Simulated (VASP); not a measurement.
# NaAl18 in VASP: further runs, part 2 of 2

VASP 6.6.1.

### 5 Single point, PBE

File INCAR:

```
SYSTEM = NaAl18
ALGO = Normal
EDIFF = 1E-7
ENCUT = 520
GGA = PE
ISIF = 2
ISMEAR = -1
LASPH = .True.
LCHARG = .False.
LREAL = Auto
LWAVE = .False.
NBANDS = 46
NELM = 80
PREC = Accurate
SIGMA = 0.1
```

File KPOINTS:

```
k-points
0
Gamma
  3 2 1
  0 0 0
```

File POSCAR:

```
NaAl18
1.0
    5.7275650000      0.0000000000      0.0000000000
    4.2956740000      7.4403250000      0.0000000000
    0.0000000000      0.0000000000     15.6765370000
Al Na
18 1
Direct
    0.1666665958      0.1111111410      0.0637895984
    0.6666666831      0.1111111410      0.0637895984
    0.1666667458      0.4444444295      0.0637895984
    0.6666666585      0.4444444295      0.0637895984
    0.1666666204      0.7777778524      0.0637895984
    0.6666665331      0.7777778524      0.0637895984
   -0.1662617124      0.2214895183      0.2150168752
    0.3339711892      0.2214661322      0.2145027948
   -0.1651203663      0.5537563211      0.2121265685
    0.3336933029      0.5548749551      0.2139181632
   -0.1685659050      0.8910285505      0.2143288406
    0.3318655111      0.8912093222      0.2139536940
   -0.0007513027      0.0001392412      0.3660354962
    0.4999478394      0.0006120700      0.3655952842
    0.0015638890      0.3311935971      0.3650113542
    0.4997617268      0.3337469801      0.3663396450
   -0.0069911318      0.6656003602      0.3595443943
    0.5083950571      0.6658264256      0.3594119033
    0.2413380964      0.6789375464      0.5243184129
```

Potentials or basis: VASP PAW PBE potentials, release 64 (Al, Na_pv).

On the command line:

```
$ cat potpaw_PBE.64/Al/POTCAR potpaw_PBE.64/Na_pv/POTCAR > POTCAR
$ mpirun -np 1 vasp_std > vasp.out
```

OUTCAR:

```text
SYSTEM = NaAl18
   EDIFF = 1E-7
   ENCUT = 520
   GGA = PE
   ISIF = 2
   ISMEAR = -1
   LASPH = .True.
   LREAL = Auto
   NELM = 80
   PREC = Accurate

 ion  position               nearest neighbor table
   1  0.167  0.111  0.064-   2 2.86   4 2.86   6 2.86   5 2.86   3 2.86   2 2.86  12 2.87   8 2.88
                             7 2.89
   2  0.667  0.111  0.064-   1 2.86   4 2.86   3 2.86   5 2.86   6 2.86   1 2.86  11 2.87   8 2.88
                             7 2.89
   3  0.167  0.444  0.064-   9 2.85   4 2.86   2 2.86   1 2.86   5 2.86   4 2.86   6 2.86  10 2.87
                             8 2.89
   4  0.667  0.444  0.064-   9 2.85   3 2.86   2 2.86   1 2.86   6 2.86   5 2.86   3 2.86  10 2.88
                             7 2.89
   5  0.167  0.778  0.064-   6 2.86   2 2.86   1 2.86   3 2.86   4 2.86   6 2.86  10 2.88  12 2.88
                            11 2.89
   6  0.667  0.778  0.064-   9 2.86   5 2.86   1 2.86   2 2.86   4 2.86   5 2.86   3 2.86  12 2.88
                            11 2.89
   7  0.834  0.221  0.215-  12 2.85  11 2.85   9 2.86   8 2.86  10 2.86   8 2.87  15 2.87  13 2.88
                             2 2.89   1 2.89  16 2.89   4 2.89
   8  0.334  0.221  0.215-  12 2.84  11 2.84   9 2.86   7 2.86  10 2.86   7 2.87  15 2.88   2 2.88
[... 253 lines left out ...]
      4      -8.3334      2.00000
      5      -6.6316      2.00000
      6      -5.7109      2.00000
[... 169 lines left out ...]
     41       4.3665      0.00000
     42       4.4016      0.00000
 [bands above 42 left out]

------------------------ aborting loop because EDIFF is reached ----------------------------------------

  FORCE on cell =-STRESS in cart. coord.  units (eV):
  Direction    XX          YY          ZZ          XY          YZ          ZX
  --------------------------------------------------------------------------------------
  -------------------------------------------------------------------------------------
  Total       -5.1971900     -5.8919677     -0.2507887      0.0081694     -0.0016400      0.0030841
  in kB      -12.4642775    -14.1305437     -0.6014596      0.0195925     -0.0039331      0.0073966
  external PRESSURE =      -9.0654269 kB  Pullay stress =       0.0000000 kB

 VOLUME and BASIS-vectors are now :
 -----------------------------------------------------------------------------
  energy-cutoff  :      520.00
  volume of cell :      668.05
      direct lattice vectors                 reciprocal lattice vectors
     5.727565000  0.000000000  0.000000000     0.174594265 -0.100802054  0.000000000
     4.295674000  7.440325000  0.000000000     0.000000000  0.134402731  0.000000000
     0.000000000  0.000000000 15.676537000     0.000000000  0.000000000  0.063789598

 POSITION                                       TOTAL-FORCE (eV/Angst)
 -----------------------------------------------------------------------------------
      1.43189      0.82670      1.00000         0.011581      0.005110     -0.007374
      4.29567      0.82670      1.00000        -0.008742      0.013064      0.010135
      2.86378      3.30681      1.00000         0.014102     -0.038458     -0.005234
      5.72757      3.30681      1.00000        -0.017354     -0.017244     -0.008401
      4.29567      5.78692      1.00000         0.016019      0.013307      0.038906
      7.15946      5.78692      1.00000        -0.015118      0.023981     -0.008685
[... 11 lines left out ...]
      5.77204      4.95397      5.63433         0.001443      0.001538     -0.003226
      4.29877      5.05152      8.21950         0.000447      0.001447      0.011200
 -----------------------------------------------------------------------------------
    total drift:                               -0.008541      0.004609     -0.009954

  FREE ENERGIE OF THE ION-ELECTRON SYSTEM (eV)
  ---------------------------------------------------
  free  energy   TOTEN  =       -65.2101817516 eV

  energy  without entropy=      -64.7946400024  energy(sigma->0) =      -65.00241088
```

OSZICAR:

```text
N       E                     dE             d eps       ncg     rms          rms(c)
DAV:   1     0.181147323215E+03    0.18115E+03   -0.20460E+04   400   0.986E+02
DAV:   2    -0.542510629290E+02   -0.23540E+03   -0.22328E+03   442   0.170E+02
DAV:   3    -0.689425679963E+02   -0.14692E+02   -0.14156E+02   464   0.429E+01
[... 14 lines left out ...]
DAV:  18    -0.652101800205E+02   -0.35659E-05   -0.31041E-06   442   0.458E-03    0.129E-03
DAV:  19    -0.652101813647E+02   -0.13442E-05   -0.11505E-06   384   0.257E-03    0.858E-04
DAV:  20    -0.652101815710E+02   -0.20626E-06   -0.17955E-07   338   0.138E-03    0.269E-04
DAV:  21    -0.652101817323E+02   -0.16137E-06   -0.88083E-08   312   0.833E-04    0.169E-04
DAV:  22    -0.652101817516E+02   -0.19263E-07   -0.96518E-09   328   0.440E-04
   1 F= -.65210182E+02 E0= -.65002411E+02  d E =-.415542E+00
```

It took 4.8 min on 1 thread of Intel Xeon Platinum 8488C (Sapphire Rapids), shared host; peak memory 0.7 GiB.

Results:

- Free energy: -65.2102 eV
- Largest force: 0.044 eV/Å

Forces in eV/Å, atoms in the order of the input:
```
Al   0.012  0.005 -0.007
Al  -0.009  0.013  0.010
Al   0.014 -0.038 -0.005
Al  -0.017 -0.017 -0.008
Al   0.016  0.013  0.039
Al  -0.015  0.024 -0.009
Al   0.001  0.002 -0.006
Al   0.000  0.001 -0.009
Al   0.002 -0.002 -0.009
Al   0.002  0.000 -0.006
Al  -0.001  0.001 -0.008
Al   0.000  0.002 -0.009
Al   0.000  0.000  0.006
Al   0.002  0.004  0.007
Al  -0.002 -0.002  0.006
Al  -0.001 -0.001  0.001
Al  -0.004 -0.007 -0.001
Al   0.001  0.002 -0.003
Na   0.000  0.001  0.011
```

Levels at points of the mesh, in eV from the Fermi level:
| k point | band 28 | band 29 | band 30 | band 31 | band 32 | band 33 | band 34 | band 35 |
| --- | --- | --- | --- | --- | --- | --- | --- | --- |
| (0.00, 0.00, 0.00) | -0.33 | -0.15 | -0.14 | -0.12 | -0.05 | 0.10 | 0.14 | 1.22 |
| (0.00, 0.50, 0.00) | -0.34 | -0.32 | -0.15 | -0.14 | -0.11 | -0.09 | 0.32 | 0.82 |

Caveat: the k points lie up to 0.42 Å⁻¹ apart.
